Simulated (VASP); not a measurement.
Al, 4 atoms in the cell. The structure is hexagonal, space group P6_3/mmc (No. 194). The conventional cell has a = 2.740 Å, b = 2.740 Å, c = 9.594 Å, α = 90.00°, β = 90.00°, γ = 120.00°. Within 3.6 Å of Al (site symmetry -3m) lie 12 Al at 2.74 to 2.87 Å. Al (site symmetry -6m2) has 12 Al at 2.74 to 2.87 Å within 3.6 Å. This isn't the form of Al at room conditions, which is fcc.

```yaml
Program: VASP 6.6.1
Task: single point
Functional: PBE
Dispersion: D3(BJ)
Potentials_or_basis: VASP PAW PBE potentials, release 64 (Al)
Cutoff: 520 eV
k_mesh: 18 × 18 × 6
Occupations: gaussian, width 0.15 eV
Spin: no spin polarisation
Dipole_correction: no
Further_INCAR_settings: ALGO = Normal; EDIFF = 1e-06; NBANDS = 14
```

Potentials or basis: VASP PAW PBE potentials, release 64 (Al).

Run with:

```bash
$ cat potpaw_PBE.64/Al/POTCAR > POTCAR
$ mpirun -np 1 vasp_std > vasp.out
```

Hardware: 1 thread of Intel(R) Xeon(R) 6975P-C (Granite Rapids) (shared host).

How long does it take, and how much memory?

Run time: 33 s on 1 thread of Intel(R) Xeon(R) 6975P-C (Granite Rapids) (shared host), peak memory 0.23 GiB. Counts: scf iterations 10, k points 148.
